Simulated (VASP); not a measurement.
Wanted: the native input for a VASP 6.6.1 run.

- Task: single point
- Functional: PBE
- Potentials or basis: VASP PAW PBE potentials, release 64 (Cu_sv_GW, O_h)
- Cutoff: 1340 eV
- k mesh: 12 × 12 × 7
- Occupations: gaussian, width 0.1 eV
- Spin: no spin polarisation
- Dipole correction: no
- Further INCAR settings: ALGO = Normal; EDIFF = 1e-06; NBANDS = 33

The structure of CuO lies in POSCAR:

```
CuO
1.0
    2.9487032640      0.0000000000      0.0000000000
   -0.0081921837      2.9486918841      0.0000000000
    0.0000000000      0.0000000000      5.1512621168
Cu O
2 2
Direct
    0.0000000000      0.5000000000      0.0000000000
    0.5000000000      0.0000000000      0.5000000000
    0.5000000000      0.5000000000      0.2500000000
    0.5000000000      0.5000000000      0.7500000000
```

The input as run:

INCAR

```
PREC = Accurate
ENCUT = 1340
EDIFF = 1E-6
ISMEAR = 0
SIGMA = 0.1
LREAL = F
LASPH = T
NELM = 120
ALGO = Normal
ISIF = 2
LWAVE = F
LCHARG = T
GGA = PE
LELF = T
LVHAR = T
NBANDS = 33
GGA_COMPAT = F
```

KPOINTS

```
regular mesh
0
Gamma
  12 12 7
```

Potentials or basis: VASP PAW PBE potentials, release 64 (Cu_sv_GW, O_h).

Run with:

```sh
$ cat potpaw_PBE.64/Cu_sv_GW/POTCAR potpaw_PBE.64/O_h/POTCAR > POTCAR
$ mpirun -np 1 vasp_std > vasp.out
```

It gave:

| Item | Value |
| --- | --- |
| Pressure | -0.1 GPa |
| Band gap on the k mesh | zero (bands 25 and 26 overlap by 0.99 eV) |

Caveat: semilocal functionals often make such compounds metallic where correlation or magnetic order opens a gap, which also shifts bond lengths.

Run time: 14 min on 1 thread of AMD EPYC 9R45 96-Core Processor (Zen 5) (shared host), peak memory 0.98 GiB.
